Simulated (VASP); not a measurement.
# LiF (R32) in VASP: further runs

Runs on LiF. Level: PBE. Tasks: single point, relaxation of cell and atoms.

All numbers are computed with VASP 6.6.1; they aren't measurements. Logs are shortened: lines on timing, memory, paths and dates and some standing lists are left out, and cuts for length are marked.

### Step 1. The cell of the first run

Symmetry: R32, No. 155, trigonal system. The conventional cell has a = 5.687 Å, b = 5.687 Å, c = 10.115 Å, α = 90.00°, β = 90.00°, γ = 120.00°. Li (site symmetry 3) has 4 F at 1.72 to 1.76 Å within 2.3 Å. Within 2.3 Å of Li (site symmetry 2) lie 4 F at 1.76 to 1.77 Å. F (site symmetry 3) has 4 Li at 1.72 to 1.76 Å within 2.3 Å. F (site symmetry 2) has 4 Li at 1.76 to 1.77 Å within 2.3 Å.

The cell was generated, and may not be a known phase.

### Step 2. Single point, PBE

INCAR reads:

```
ALGO = Normal
EDIFF = 1E-6
ENCUT = 520
GGA = PE
ISIF = 2
ISMEAR = 0
LASPH = True
LCHARG = False
LREAL = False
LWAVE = False
NBANDS = 36
NELM = 60
PREC = Accurate
SIGMA = 0.1
```

KPOINTS reads:

```
k-points
0
Gamma
  6 6 6
```

POSCAR reads:

```
LiF
1.0
    2.8435283100      1.6417118300      3.3715186600
   -2.8435283100      1.6417118300      3.3715186600
    0.0000000000     -3.2834236700      3.3715186600
Li F
5 5
Direct
    0.1647721900      0.1647721900      0.1647721900
    0.8352278100      0.8352278100      0.8352278100
    0.6121795600      0.0000000000      0.3878204400
    0.3878204400      0.6121795600      0.0000000000
    0.0000000000      0.3878204400      0.6121795600
    0.3352278100      0.3352278100      0.3352278100
    0.1121795600      0.5000000000      0.8878204400
    0.8878204400      0.1121795600      0.5000000000
    0.5000000000      0.8878204400      0.1121795600
    0.6647721900      0.6647721900      0.6647721900
```

Potentials or basis: VASP PAW PBE potentials, release 64 (Li_sv, F).

Run with:

```sh
> cat potpaw_PBE.64/Li_sv/POTCAR potpaw_PBE.64/F/POTCAR > POTCAR
> mpirun -np 1 vasp_std > vasp.out
```

OUTCAR:

```text
EDIFF = 1E-6
   ENCUT = 520
   GGA = PE
   ISIF = 2
   ISMEAR = 0
   LASPH = True
   LREAL = False
   NELM = 60
   PREC = Accurate

 ion  position               nearest neighbor table
   1  0.165  0.165  0.165-   6 1.72   8 1.76   7 1.76   9 1.76   4 2.45   5 2.45   3 2.45
   2  0.835  0.835  0.835-  10 1.72   8 1.76   9 1.76   7 1.76   4 2.45   3 2.45   5 2.45
   3  0.612  0.000  0.388-  10 1.76   6 1.76   8 1.77   9 1.77   2 2.45   1 2.45
   4  0.388  0.612  0.000-   6 1.76  10 1.76   9 1.77   7 1.77   1 2.45   2 2.45
   5  0.000  0.388  0.612-   6 1.76  10 1.76   8 1.77   7 1.77   1 2.45   2 2.45
   6  0.335  0.335  0.335-   1 1.72   4 1.76   5 1.76   3 1.76
   7  0.112  0.500  0.888-   1 1.76   2 1.76   4 1.77   5 1.77
   8  0.888  0.112  0.500-   1 1.76   2 1.76   3 1.77   5 1.77
   9  0.500  0.888  0.112-   2 1.76   1 1.76   4 1.77   3 1.77
  10  0.665  0.665  0.665-   2 1.72   4 1.76   3 1.76   5 1.76

  LATTYP: Found a trigonal (rhomboedric) cell.
 ALAT       =     4.7061671302
 COS(alpha) =     0.2698528135

  Lattice vectors:

 A1 = (   2.8435283100,   1.6417118300,   3.3715186600)
 A2 = (  -2.8435283100,   1.6417118300,   3.3715186600)
 A3 = (   0.0000000000,  -3.2834236700,   3.3715186600)

Analysis of symmetry for initial positions (statically):
=====================================================================
 Subroutine PRICEL returns:
 Original cell was already a primitive cell.

 Routine SETGRP: Setting up the symmetry group for a
 trigonal (rhombohedral) supercell.

 Subroutine GETGRP returns: Found  6 space group operations
 (whereof  6 operations were pure point group operations)
 out of a pool of 12 trial point group operations.

The static configuration has the point symmetry D_3 .

Analysis of symmetry for dynamics (positions and initial velocities):
=====================================================================
 Subroutine PRICEL returns:
 Original cell was already a primitive cell.

 Routine SETGRP: Setting up the symmetry group for a
 trigonal (rhombohedral) supercell.

 Subroutine GETGRP returns: Found  6 space group operations
 (whereof  6 operations were pure point group operations)
 out of a pool of 12 trial point group operations.

The dynamic configuration has the point symmetry D_3 .

 Subroutine INISYM returns: Found  6 space group operations
 (whereof  6 operations are pure point group operations),
 and found     1 'primitive' translations

----------------------------------------------------------------------------------------

                                     Primitive cell

  volume of cell :      94.4346

  direct lattice vectors                    reciprocal lattice vectors
     2.843528310  1.641711830  3.371518660     0.175837884  0.101520050  0.098867415
    -2.843528310  1.641711830  3.371518660    -0.175837884  0.101520050  0.098867415
     0.000000000 -3.283423670  3.371518660     0.000000000 -0.203040099  0.098867414

  length of vectors
     4.706167130  4.706167130  4.706167132     0.225831901  0.225831901  0.225831901

  position of ions in fractional coordinates (direct lattice)
     0.164772190  0.164772190  0.164772190
     0.835227810  0.835227810  0.835227810
     0.612179560  0.000000000  0.387820440
     0.387820440  0.612179560  0.000000000
     0.000000000  0.387820440  0.612179560
     0.335227810  0.335227810  0.335227810
     0.112179560  0.500000000  0.887820440
     0.887820440  0.112179560  0.500000000
     0.500000000  0.887820440  0.112179560
     0.664772190  0.664772190  0.664772190

  ion indices of the primitive-cell ions
   primitive index   ion index
                 1           1
                 2           2
                 3           3
                 4           4
                 5           5
                 6           6
                 7           7
                 8           8
                 9           9
                10          10

----------------------------------------------------------------------------------------

 KPOINTS: k-points

Automatic generation of k-mesh.
 Grid dimensions read from file:
 generate k-points for:    6    6    6

 Generating k-lattice:

  Cartesian coordinates                     Fractional coordinates (reciprocal lattice)
     0.029306314  0.016920008  0.016477902     0.166666667  0.000000000  0.000000000
    -0.029306314  0.016920008  0.016477902     0.000000000  0.166666667  0.000000000
     0.000000000 -0.033840017  0.016477902     0.000000000  0.000000000  0.166666667

  Length of vectors
     0.037638650  0.037638650  0.037638650

  Shift w.r.t. Gamma in fractional coordinates (k-lattice)
     0.000000000  0.000000000  0.000000000

 Subroutine IBZKPT returns following result:
 ===========================================

 Found     32 irreducible k-points:

 Following reciprocal coordinates:
            Coordinates               Weight
  0.000000  0.000000  0.000000      1.000000
  0.166667  0.000000  0.000000      6.000000
  0.333333  0.000000  0.000000      6.000000
  0.500000  0.000000  0.000000      3.000000
  0.166667  0.166667  0.000000      6.000000
  0.333333  0.166667  0.000000     12.000000
[... 16 lines left out ...]
  0.500000  0.500000  0.166667      6.000000
 -0.333333  0.500000  0.166667     12.000000
 [... further k-points ...]
   k-points           NKPTS =     32   k-points in BZ     NKDIM =     32   number of bands    NBANDS=     36
   number of dos      NEDOS =    301   number of ions     NIONS =     10
   total plane-waves  NPLWV =  46656
   dimension x,y,z NGX =    36 NGY =   36 NGZ =   36
   dimension x,y,z NGXF=    72 NGYF=   72 NGZF=   72
   ions per type =               5   5
   NGX,Y,Z   is equivalent  to a cutoff of  12.72, 12.72, 12.72 a.u.
   NGXF,Y,Z  is equivalent  to a cutoff of  25.43, 25.43, 25.43 a.u.
 SYSTEM =  unknown system
   PREC   = accura    normal or accurate (medium, high low for compatibility)
   ISTART =      0    job   : 0-new  1-cont  2-samecut
   ICHARG =      2    charge: 1-file 2-atom 10-const
   ISPIN  =      1    spin polarized calculation?
   LNONCOLLINEAR =      F non collinear calculations
   LSORBIT =      F    spin-orbit coupling
   LASPH  =      T    aspherical Exc in radial PAW
   ENCUT  =  520.0 eV  38.22 Ry    6.18 a.u.   8.75  8.75  8.75*2*pi/ulx,y,z
   NELM   =     60;   NELMIN=  2; NELMDL= -5     # of ELM steps
   EDIFF  = 0.1E-05   stopping-criterion for ELM
   LREAL  =      F    real-space projection
   EDIFFG = 0.1E-04   stopping-criterion for IOM
   NSW    =      0    number of steps for IOM
   IBRION =     -1    ionic relax: 0-MD 1-quasi-New 2-CG
   NFREE  =      0    steps in history (QN), initial steepest desc. (CG)
   ISIF   =      2    stress and relaxation
   ISYM   =      2    0-nonsym 1-usesym 2-fastsym
   POTIM  = 0.5000    time-step for ionic-motion
   TEBEG  =    0.0;   TEEND  =   0.0 temperature during run
   PSTRESS=    0.0 pullay stress
   NELECT =      50.0000    total number of electrons
   NUPDOWN=      -1.0000    fix difference up-down
   EMIN   =  10.00;   EMAX   =-10.00  energy-range for DOS
   EFERMI =   0.00;   METHOD = LEGACY
   ISMEAR =     0;   SIGMA  =   0.10  broadening in eV -4-tet -1-fermi 0-gaus
   EFERMI_NEDOS =   21; number of points for ismear=-14 and -15
   IALGO  =     38    algorithm
   IMIX   =      4    mixing-type and parameters
     AMIX     =   0.40;   BMIX     =  1.00
     AMIX_MAG =   1.60;   BMIX_MAG =  1.00
  volume/ion in A,a.u.               =       9.44        63.73
  Fermi-wavevector in a.u.,A,eV,Ry     =   1.324406  2.502764 23.865308  1.754051
  Thomas-Fermi vector in A             =   2.453943
   LORBIT       =      0    0 simple, 1 ext, 2 COOP (PROOUT), +10 PAW based schemes
   GGA     = PE    functional components
   LHFCALC =     F    Hartree Fock is set to
   AEXX    =    0.0000 exact exchange contribution
   IVDW    =     0    specifies the selected vdW correction
   LEPSILON=     F    determine dielectric tensor
   LRPA    =     F    only Hartree local field effects (RPA)
 non-spin polarized calculation
 Gauss-broadening in eV      SIGMA  =   0.10
  energy-cutoff  :      520.00
  volume of cell :       94.43
 maximum number of plane-waves:      2563
   NGX = 17   NGY = 17   NGZ = 17

 number of electron      49.9999951 magnetization

 Free energy of the ion-electron system (eV)
  ---------------------------------------------------
  ext. energy  EPLUGINS =         0.00000000
  ---------------------------------------------------
  free energy    TOTEN  =       -45.58131904 eV

  energy without entropy =      -45.58131904  energy(sigma->0) =      -45.58131904

 E-fermi :  -1.0022     XC(G=0):  -8.8560

 val. band max:       -1.4768428785   @ k =   0.0000   0.0000   0.0000
 cond. band min:       4.4393083385   @ k =   0.0000   0.0000   0.0000
 fundamental gap:      5.9161512170
 Fermi energy:        -1.0022042460

 k-point     1 :       0.0000    0.0000    0.0000
  band No.  band energies     occupation
      1     -42.6693      2.00000
      2     -42.6318      2.00000
      3     -42.3259      2.00000
      4     -42.3127      2.00000
      5     -42.3127      2.00000
      6     -21.8740      2.00000
[... 28 lines left out ...]
     35      14.7816      0.00000
     36      15.7575      0.00000

 k-point     2 :       0.1667    0.0000    0.0000
  band No.  band energies     occupation
      1     -42.6663      2.00000
      2     -42.6335      2.00000
      3     -42.3260      2.00000
      4     -42.3145      2.00000
      5     -42.3118      2.00000
      6     -21.8632      2.00000
[... 28 lines left out ...]
     35      14.9015      0.00000
     36      15.4672      0.00000

 k-point     3 :       0.3333    0.0000    0.0000
  band No.  band energies     occupation
      1     -42.6586      2.00000
      2     -42.6389      2.00000
      3     -42.3265      2.00000
      4     -42.3164      2.00000
      5     -42.3117      2.00000
      6     -21.8361      2.00000
[... 28 lines left out ...]
     35      14.7971      0.00000
     36      15.4594      0.00000

 k-point     4 :       0.5000    0.0000    0.0000
  band No.  band energies     occupation
      1     -42.6515      2.00000
      2     -42.6448      2.00000
      3     -42.3268      2.00000
      4     -42.3173      2.00000
      5     -42.3118      2.00000
      6     -21.8111      2.00000
[... 28 lines left out ...]
     35      14.7877      0.00000
     36      15.6215      0.00000

 k-point     5 :       0.1667    0.1667    0.0000
  band No.  band energies     occupation
      1     -42.6649      2.00000
      2     -42.6338      2.00000
      3     -42.3263      2.00000
      4     -42.3158      2.00000
      5     -42.3114      2.00000
      6     -21.8614      2.00000
[... 655 lines left out ...]
 k-point    22 :      -0.1667    0.3333    0.1667
  band No.  band energies     occupation
      1     -42.6541      2.00000
      2     -42.6409      2.00000
      3     -42.3251      2.00000
      4     -42.3184      2.00000
      5     -42.3137      2.00000
      6     -21.8231      2.00000
[... 28 lines left out ...]
     35      15.4664      0.00000
     36      15.7228      0.00000

 k-point    23 :       0.5000    0.5000    0.1667
  band No.  band energies     occupation
      1     -42.6500      2.00000
      2     -42.6401      2.00000
      3     -42.3261      2.00000
      4     -42.3202      2.00000
      5     -42.3158      2.00000
      6     -21.8390      2.00000
[... 28 lines left out ...]
     35      15.2544      0.00000
     36      15.6043      0.00000

 k-point    24 :      -0.3333    0.5000    0.1667
  band No.  band energies     occupation
      1     -42.6481      2.00000
      2     -42.6432      2.00000
      3     -42.3233      2.00000
      4     -42.3221      2.00000
      5     -42.3154      2.00000
      6     -21.8312      2.00000
[... 28 lines left out ...]
     35      15.3732      0.00000
     36      15.5146      0.00000

 [... further k-points ...]
[... 5 lines left out ...]
  --------------------------------------------------------------------------------------
  -------------------------------------------------------------------------------------
  Total        9.1533466      9.1533466     12.6737668      0.0000000     -0.0000000      0.0000000
  in kB      155.2956135    155.2956131    215.0230361      0.0000000     -0.0000002      0.0000000
  external PRESSURE =     175.2047542 kB  Pullay stress =       0.0000000 kB

 VOLUME and BASIS-vectors are now :
 -----------------------------------------------------------------------------
  energy-cutoff  :      520.00
  volume of cell :       94.43
      direct lattice vectors                 reciprocal lattice vectors
     2.843528310  1.641711830  3.371518660     0.175837884  0.101520050  0.098867415
    -2.843528310  1.641711830  3.371518660    -0.175837884  0.101520050  0.098867415
     0.000000000 -3.283423670  3.371518660     0.000000000 -0.203040099  0.098867414

 POSITION                                       TOTAL-FORCE (eV/Angst)
 -----------------------------------------------------------------------------------
      0.00000     -0.00000      1.66660        -0.000000     -0.000000      0.040583
      0.00000     -0.00000      8.44796        -0.000000      0.000000     -0.040583
      1.74075     -0.26836      3.37152        -0.221000     -0.382783      0.000000
     -0.63797      1.64171      3.37152         0.442000      0.000000      0.000000
     -1.10278     -1.37336      3.37152        -0.221000      0.382783      0.000000
      0.00000     -0.00000      3.39068        -0.000000     -0.000000      1.339395
     -1.10278     -1.91007      5.05728        -0.078178     -0.135408      0.000000
      2.20556     -0.00000      5.05728         0.156355      0.000000     -0.000000
     -1.10278      1.91007      5.05728        -0.078178      0.135408      0.000000
      0.00000     -0.00000      6.72388        -0.000000      0.000000     -1.339395
 -----------------------------------------------------------------------------------
    total drift:                                0.000000     -0.000000      0.000000

  FREE ENERGIE OF THE ION-ELECTRON SYSTEM (eV)
  ---------------------------------------------------
  free  energy   TOTEN  =       -45.5813190442 eV

  energy  without entropy=      -45.5813190442  energy(sigma->0) =      -45.58131904
```

Run time: 73 s. Hardware: 1 thread of AMD EPYC 9R45 (Zen 5), shared host; peak memory 0.2 GiB.

Results:

```
Free energy            : -45.5813 eV
Largest force          : 1.339 eV/Å
Band gap on the k mesh : 5.92 eV
```

Forces in eV/Å, atoms in the order of the input:
```
Li   0.000  0.000  0.041
Li   0.000  0.000 -0.041
Li  -0.221 -0.383  0.000
Li   0.442  0.000  0.000
Li  -0.221  0.383  0.000
F    0.000  0.000  1.339
F   -0.078 -0.135  0.000
F    0.156  0.000  0.000
F   -0.078  0.135  0.000
F    0.000  0.000 -1.339
```

Levels at points of the mesh, in eV from the valence-band top:
```
           k point  band 23  band 24  band 25  band 26  band 27  band 28
(0.00, 0.00, 0.00)    -0.49    -0.36     0.00     5.92    10.52    10.82
(0.50, 0.00, 0.00)    -0.63    -0.34    -0.27     6.72     9.26    10.58
(0.50, 0.50, 0.00)    -0.58    -0.49    -0.23     7.27     9.89    10.13
(0.50, 0.50, 0.50)    -0.67    -0.67    -0.30     8.08    10.11    10.11
```

Caveat: the cutoff is under 1.25 times the usual one of these potentials, so pressure, stress and relaxed cells hold a basis-set (Pulay) error; forces of over 1 eV/Å act on the atoms, so gaps and moduli don't describe the material at rest. A k mesh can miss the band edges.

### Step 3. Single point, PBE

This run uses another cell than the first one, of 11.94 Å³/atom.

INCAR reads:

```
SYSTEM = LiF
ALGO = Normal
EDIFF = 1E-7
ENCUT = 520
GGA = PE
ISIF = 2
ISMEAR = 0
LASPH = .True.
LCHARG = .False.
LREAL = .False.
LWAVE = .False.
NBANDS = 36
NELM = 60
PREC = Accurate
SIGMA = 0.1
```

KPOINTS reads:

```
k-points
0
Gamma
  6 6 6
  0 0 0
```

POSCAR reads:

```
LiF
1.0
    3.0917879401      1.7850445977      3.6064947004
   -3.0917879401      1.7850445977      3.6064947004
    0.0000000000     -3.5700892007      3.6064946977
Li F
5 5
Direct
    0.1778502721      0.1778502721      0.1778502721
    0.8221497279      0.8221497279      0.8221497279
    0.5957978843      0.0000000000      0.4042021157
    0.4042021157      0.5957978843      0.0000000000
    0.0000000000      0.4042021157      0.5957978843
    0.3485704917      0.3485704917      0.3485704917
    0.0855887644      0.5000000000      0.9144112356
    0.9144112356      0.0855887644      0.5000000000
    0.5000000000      0.9144112356      0.0855887644
    0.6514295083      0.6514295083      0.6514295083
```

Potentials or basis: VASP PAW PBE potentials, release 64 (Li_sv, F).

Run with:

```sh
> cat potpaw_PBE.64/Li_sv/POTCAR potpaw_PBE.64/F/POTCAR > POTCAR
> mpirun -np 1 vasp_std > vasp.out
```

Run time: 1.8 min. Hardware: 1 thread of AMD EPYC 9R45 (Zen 5), shared host; peak memory 0.24 GiB.

The run converged. Its results:

```yaml
Free_energy: -47.0353 eV
Largest_force: 0.026 eV/Å
Band_gap_on_the_k_mesh: 6.13 eV
```

Forces in eV/Å, atoms in the order of the input:
```
Li   0.000  0.000 -0.026
Li   0.000  0.000  0.026
Li   0.005  0.008  0.000
Li  -0.009  0.000  0.000
Li   0.005 -0.008  0.000
F    0.000  0.000 -0.007
F   -0.002 -0.004  0.000
F    0.004  0.000  0.000
F   -0.002  0.004  0.000
F    0.000  0.000  0.007
```

Levels at points of the mesh, in eV from the valence-band top:
```csv
k point,band 23,band 24,band 25,band 26,band 27,band 28
"(0.00, 0.00, 0.00)",-0.41,-0.26,0.00,6.13,10.07,10.44
"(0.50, 0.00, 0.00)",-0.48,-0.31,-0.20,7.12,8.60,10.25
"(0.50, 0.50, 0.00)",-0.43,-0.37,-0.23,7.67,9.43,9.46
"(0.50, 0.50, 0.50)",-0.43,-0.43,-0.20,8.44,9.61,9.61
```

Caveat: the cutoff is under 1.25 times the usual one of these potentials, so pressure, stress and relaxed cells hold a basis-set (Pulay) error. A k mesh can miss the band edges.

(Continued in part 2 of 2.)
